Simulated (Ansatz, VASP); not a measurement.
# Mo in VASP and in Ansatz

```xyz
1
Lattice="-1.7635 1.7635 1.2468 1.7635 -1.7635 1.2468 1.7635 1.7635 -1.2468" Properties=species:S:1:pos:R:3 pbc="T T T"
Mo    0.0000    0.0000    0.0000
```

Alike in both runs: task single point; functional LDA; k mesh 24 × 24 × 24; occupations gaussian, width 0.15 eV; no spin polarisation.

|  | VASP | Ansatz |
| --- | --- | --- |
| version | VASP 6.6.1 | Ansatz 0.2.0 |
| potentials or method | VASP PAW LDA potentials, release 64 (Mo_sv), cutoff 520 eV | scalar-relativistic, plane waves, PAW |
| valence electrons in the cell | 14 | 14 |

```tsv
	VASP	Ansatz	Ansatz less VASP
gap on the k mesh at the Fermi level (eV)	none	none	-
pressure (GPa)	6.4	5.2	-1.21
traceless stress, the component that is largest in VASP (GPa)	23.72	23.34	-0.376
```

LDA's correlation is that of Perdew and Zunger in VASP and of Perdew and Wang (1992) in Ansatz. A gap of «none» marks a metal or a gap that the smearing closes.
